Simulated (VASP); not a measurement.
# Zr (Cmcm) in VASP: notebook, part 2 of 2

VASP 6.6.1. The steps go on from the part before.

## Step 4: Single point, PBE (atom 1 (Zr) moved by (+0.000, +0.600) A along x and y)

Input file INCAR:

```
  ALGO = Fast
  EDIFF = 1E-6
  ENCUT = 520
  GGA = PE
  ISIF = 2
  ISMEAR = 0
  LASPH = T
  LCHARG = T
  LELF = T
  LREAL = F
  LVHAR = T
  LWAVE = F
  NBANDS = 19
  NELM = 100
  PREC = Accurate
  SIGMA = 0.15
```

Input file KPOINTS:

```
k-points
0
Gamma
  18 18 10
```

Input file POSCAR:

```
Zr
1.0
    3.2319982225      0.0000000000      0.0000000000
   -1.6159991112      2.7989925657      0.0000000000
    0.0000000000      0.0000000000      5.1470000000
Zr
2
Direct
    0.4405147541      0.8810295083      0.2500000000
    0.6666666667      0.3333333333      0.7500000000
```

Potentials or basis: VASP PAW PBE potentials, release 64 (Zr_sv).

Run with:

```bash
$ cat potpaw_PBE.64/Zr_sv/POTCAR > POTCAR
$ mpirun -np 1 vasp_std > vasp.out
```

OUTCAR:

```text
EDIFF = 1E-6
   ENCUT = 520
   GGA = PE
   ISIF = 2
   ISMEAR = 0
   LASPH = T
   LREAL = F
   NELM = 100
   PREC = Accurate

 ion  position               nearest neighbor table
   1  0.441  0.881  0.250-   2 2.87   2 2.87   2 3.40   2 3.40   2 3.40   2 3.40
   2  0.667  0.333  0.750-   1 2.87   1 2.87   1 3.40   1 3.40   1 3.40   1 3.40

  LATTYP: Found a hexagonal cell.
 ALAT       =     3.2319982225
 C/A-ratio  =     1.5925132521

  Lattice vectors:

 A1 = (   3.2319982225,   0.0000000000,   0.0000000000)
 A2 = (  -1.6159991112,   2.7989925657,   0.0000000000)
 A3 = (   0.0000000000,   0.0000000000,   5.1470000000)

Analysis of symmetry for initial positions (statically):
=====================================================================
 Subroutine PRICEL returns:
 Original cell was already a primitive cell.

 Routine SETGRP: Setting up the symmetry group for a
 hexagonal supercell.

 Subroutine GETGRP returns: Found  8 space group operations
 (whereof  2 operations were pure point group operations)
 out of a pool of 24 trial point group operations.

The static configuration has the point symmetry C_1h.
 The point group associated with its full space group is D_2h.

Analysis of symmetry for dynamics (positions and initial velocities):
=====================================================================
 Subroutine PRICEL returns:
 Original cell was already a primitive cell.

 Routine SETGRP: Setting up the symmetry group for a
 hexagonal supercell.

 Subroutine GETGRP returns: Found  8 space group operations
 (whereof  2 operations were pure point group operations)
 out of a pool of 24 trial point group operations.

The dynamic configuration has the point symmetry C_1h.
[... 112 lines left out ...]
   NUPDOWN=      -1.0000    fix difference up-down
   EMIN   =  10.00;   EMAX   =-10.00  energy-range for DOS
   EFERMI =   0.00;   METHOD = LEGACY
   ISMEAR =     0;   SIGMA  =   0.15  broadening in eV -4-tet -1-fermi 0-gaus
   EFERMI_NEDOS =   21; number of points for ismear=-14 and -15
   IALGO  =     68    algorithm
   IMIX   =      4    mixing-type and parameters
     AMIX     =   0.40;   BMIX     =  1.00
     AMIX_MAG =   1.60;   BMIX_MAG =  1.00
  volume/ion in A,a.u.               =      23.28       157.11
  Fermi-wavevector in a.u.,A,eV,Ry     =   1.312612  2.480476 23.442147  1.722949
  Thomas-Fermi vector in A             =   2.442992
   LORBIT       =      0    0 simple, 1 ext, 2 COOP (PROOUT), +10 PAW based schemes
   GGA     = PE    functional components
   LHFCALC =     F    Hartree Fock is set to
   AEXX    =    0.0000 exact exchange contribution
   IVDW    =     0    specifies the selected vdW correction
   LEPSILON=     F    determine dielectric tensor
   LRPA    =     F    only Hartree local field effects (RPA)
 non-spin polarized calculation
 RMM-DIIS sequential band-by-band and
 Gauss-broadening in eV      SIGMA  =   0.15
  energy-cutoff  :      520.00
  volume of cell :       46.56
 maximum number of plane-waves:      1284
   NGX = 13   NGY = 13   NGZ = 19

 number of electron      24.0000000 magnetization

 Free energy of the ion-electron system (eV)
  ---------------------------------------------------
  ext. energy  EPLUGINS =         0.00000000
  ---------------------------------------------------
  free energy    TOTEN  =       -16.88019927 eV

  energy without entropy =      -16.85386229  energy(sigma->0) =      -16.86703078

 E-fermi :   8.7848     XC(G=0): -11.0709

 val. band max:        8.7805992376   @ k =   0.3889   0.0556   0.0000
 cond. band min:       8.7862249151   @ k =  -0.1667   0.4444   0.1000
 fundamental gap:      0.0056256776
 Fermi energy:         8.7847516882

 k-point     1 :       0.0000    0.0000    0.0000
  band No.  band energies     occupation
      1     -39.9061      2.00000
      2     -39.6974      2.00000
      3     -18.5769      2.00000
      4     -17.5664      2.00000
      5     -17.5023      2.00000
      6     -17.4465      2.00000
[... 505 lines left out ...]
      6     -17.5655      2.00000
[... 11 lines left out ...]
     18      11.6911      0.00000
     19      13.3837      0.00000

 [... further k-points ...]

------------------------ aborting loop because EDIFF is reached ----------------------------------------

  FORCE on cell =-STRESS in cart. coord.  units (eV):
  Direction    XX          YY          ZZ          XY          YZ          ZX
  --------------------------------------------------------------------------------------
  -------------------------------------------------------------------------------------
  Total       -1.5649661      0.5832983      0.2374459      0.0000000      0.0000000      0.0000000
  in kB      -53.8503440     20.0712442      8.1704929      0.0000000      0.0000000      0.0000000
  external PRESSURE =      -8.5362023 kB  Pullay stress =       0.0000000 kB

 VOLUME and BASIS-vectors are now :
 -----------------------------------------------------------------------------
  energy-cutoff  :      520.00
  volume of cell :       46.56
      direct lattice vectors                 reciprocal lattice vectors
     3.231998223  0.000000000  0.000000000     0.309406111  0.178635701  0.000000000
    -1.615999111  2.798992566  0.000000000     0.000000000  0.357271403  0.000000000
     0.000000000  0.000000000  5.147000000     0.000000000  0.000000000  0.194287935

 POSITION                                       TOTAL-FORCE (eV/Angst)
 -----------------------------------------------------------------------------------
     -0.00000      2.46600      1.28675        -0.000000     -0.672129      0.000000
      1.61600      0.93300      3.86025         0.000000      0.672129     -0.000000
 -----------------------------------------------------------------------------------
    total drift:                               -0.000000      0.000001      0.000000

  FREE ENERGIE OF THE ION-ELECTRON SYSTEM (eV)
  ---------------------------------------------------
  free  energy   TOTEN  =       -16.8801992745 eV

  energy  without entropy=      -16.8538622882  energy(sigma->0) =      -16.86703078
```

Run time: 16 min. Hardware: 1 thread of Intel Xeon 8259CL, shared host; peak memory 0.47 GiB.

What came out:

```yaml
Free_energy: -16.8802 eV
Pressure: -0.9 GPa
Largest_force: 0.672 eV/Å
Band_gap_on_the_k_mesh: zero (bands 12 and 13 overlap by 1.64 eV)
```

Forces in eV/Å, atoms in the order of the input:
```
Zr   0.000 -0.672  0.000
Zr   0.000  0.672  0.000
```

Levels at points of the mesh, in eV from the Fermi level:
```
           k point  band 8  band 9  band 10  band 11  band 12  band 13  band 14  band 15  band 16  band 17
(0.00, 0.00, 0.00)  -26.04   -5.41    -2.65     0.26     1.09     1.26     1.31     1.43     2.12     2.25
(0.50, 0.00, 0.00)  -26.11   -2.60    -2.40    -2.03     0.26     1.03     1.30     2.10     3.88     5.08
(0.00, 0.50, 0.00)  -26.25   -2.46    -1.56    -0.83    -0.51    -0.39     0.83     1.20     4.89     5.38
(0.00, 0.00, 0.50)  -26.19   -3.75    -3.75    -0.01    -0.01     0.85     0.85     1.39     1.39     3.79
(0.50, 0.00, 0.50)  -26.27   -2.47    -2.47    -1.32    -1.32     1.40     1.40     3.43     3.43     5.27
(0.00, 0.50, 0.50)  -26.34   -2.85    -2.85    -0.95    -0.95     2.02     2.02     2.44     2.44     5.26
```

Caveat: the cell differs from its parent crystal (atom 1 (Zr) moved by (+0.000, +0.600) A along x and y); the stress differs along the axes, from -5 to 2 GPa.

## Step 5: Single point, PBE (atom 1 (Zr) moved by (+0.000, -0.300) A along x and y)

Input file INCAR:

```
  PREC = Accurate
  ENCUT = 520
  EDIFF = 1E-6
  ISMEAR = 0
  SIGMA = 0.15
  LREAL = F
  LASPH = T
  NELM = 80
  ALGO = Fast
  ISIF = 2
  LWAVE = F
  LCHARG = F
  GGA = PE
  NBANDS = 19
```

Input file KPOINTS:

```
Automatic mesh
0
Gamma
  18 18 10
```

POSCAR: that of step 4 with these lines changed.

```diff
@@ -8,3 +8,3 @@
 Direct
-    0.4405147541      0.8810295083      0.2500000000
+    0.2797426229      0.5594852459      0.2500000000
     0.6666666667      0.3333333333      0.7500000000
```

Run with:

```bash
$ cat potpaw_PBE.64/Zr_sv/POTCAR > POTCAR
$ mpirun -np 1 vasp_std > vasp.out
```

Wall time 15 min (1 thread of Intel Xeon 8259CL, shared host); peak memory 0.47 GiB.

The run converged. Its results:

```yaml
Free_energy: -17.0147 eV
Pressure: 0.1 GPa
Largest_force: 0.219 eV/Å
Band_gap_on_the_k_mesh: zero (bands 12 and 13 overlap by 1.27 eV)
```

Forces in eV/Å, atoms in the order of the input:
```
Zr   0.000  0.219  0.000
Zr   0.000 -0.219  0.000
```

Stress tensor (GPa, compression positive):
```
 1.02  0.00  0.00
 0.00 -1.61  0.00
 0.00  0.00  0.95
```

Levels at points of the mesh, in eV from the Fermi level:
| k point | band 9 | band 10 | band 11 | band 12 | band 13 | band 14 | band 15 | band 16 |
| --- | --- | --- | --- | --- | --- | --- | --- | --- |
| (0.00, 0.00, 0.00) | -5.57 | -2.94 | 0.62 | 0.80 | 1.20 | 1.27 | 1.65 | 1.81 |
| (0.50, 0.00, 0.00) | -2.39 | -2.25 | -1.76 | -0.21 | 0.35 | 0.89 | 1.20 | 4.79 |
| (0.00, 0.50, 0.00) | -2.74 | -2.53 | -2.48 | 0.09 | 0.42 | 1.86 | 1.97 | 5.12 |
| (0.00, 0.00, 0.50) | -3.86 | -3.86 | 0.11 | 0.11 | 0.84 | 0.84 | 1.01 | 1.01 |
| (0.50, 0.00, 0.50) | -2.87 | -2.87 | -1.06 | -1.06 | 1.74 | 1.74 | 2.58 | 2.58 |
| (0.00, 0.50, 0.50) | -2.55 | -2.55 | -1.11 | -1.11 | 1.60 | 1.60 | 2.23 | 2.23 |

Caveat: the cell differs from its parent crystal (atom 1 (Zr) moved by (+0.000, -0.300) A along x and y).

## Step 6: Overview

```tsv
cell	gap on the mesh (eV)	pressure (GPa)	largest force (eV/Å)
as given, atomic positions A	none	0.0	0.27
as given, atomic positions B	none	-0.6	0.22
as given, atomic positions C	none	-0.9	0.67
as given, atomic positions D	none	0.1	0.22
```

Alike in all rows: task single point; level PBE; potentials or basis VASP PAW PBE potentials, release 64 (Zr_sv); no spin polarisation; k mesh 18 × 18 × 10; cutoff (eV) 520; smearing gaussian 0.15 eV.

Caveats: the stress differs along the axes, from -5 to 2 GPa (at least some runs).

Absolute energies hang on the potentials; compare differences alone.
